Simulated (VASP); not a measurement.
**Bi6TeO6: single point with PBEsol**

Bi6TeO6:

```
O Bi Te
1.0
     4.97205    2.81991    3.28881
    -4.99358    2.83521    3.30832
     0.00248   -5.56383    3.21763
O Bi Te
6 6 1
Direct
  0.30073 0.95333 0.12971
  0.11250 0.29333 0.94992
  0.94107 0.13602 0.28302
  0.72939 0.03007 0.89879
  0.86034 0.71445 0.06116
  0.03707 0.89849 0.71716
  0.13400 0.28946 0.55362
  0.56194 0.15201 0.28429
  0.29422 0.55346 0.13061
  0.82608 0.73299 0.45292
  0.43197 0.86398 0.73520
  0.73835 0.43436 0.85980
  0.00543 0.02045 0.99634
```

```
Program             : VASP 6.6.1
Task                : single point
Functional          : PBEsol
Potentials or basis : VASP PAW PBE potentials, release 64 (O, Bi_d, Te)
Cutoff              : 520 eV
k mesh              : 3 × 3 × 3, shifted
Occupations         : fermi-dirac, width 0.1 eV
Spin                : no spin polarisation
```

```
Pressure               : 3.1 GPa
Largest force          : 3.979 eV/Å
Band gap on the k mesh : zero (bands 66 and 67 overlap by 0.06 eV)
```

Forces in eV/Å, atoms in the order of the input:
```
O   -0.095  0.306 -0.927
O   -0.515  0.514 -0.639
O    0.053 -0.166 -0.535
O   -2.334 -0.080 -0.777
O    0.523  0.302  0.748
O    0.576  1.318 -0.120
Bi  -0.024  0.960  1.479
Bi  -0.557 -0.466  1.410
Bi   0.104 -0.068  2.007
Bi   0.167 -0.315 -1.402
Bi   0.624  0.471 -0.716
Bi  -1.102  0.253 -0.562
Te   2.580 -3.028  0.033
```

Stress tensor (GPa, compression positive):
```
 0.55  0.42  0.57
 0.42  0.03 -1.07
 0.57 -1.07  8.85
```

Levels at points of the mesh, in eV from the Fermi level:
```tsv
k point	band 62	band 63	band 64	band 65	band 66	band 67	band 68	band 69	band 70	band 71
(0.00, 0.50, 0.50)	-2.29	-1.71	-1.10	-0.71	-0.42	0.33	0.69	0.85	1.02	1.27
```

Run time: 7.2 min on 1 thread of Intel(R) Xeon(R) Platinum 8488C (Sapphire Rapids) (shared host), peak memory 0.47 GiB.

Caveat: the cell stands under pressure; the PAW data sets were made with another functional, which shifts forces and pressure a little; spin-orbit coupling is left out, which moves the levels of the heavy elements.
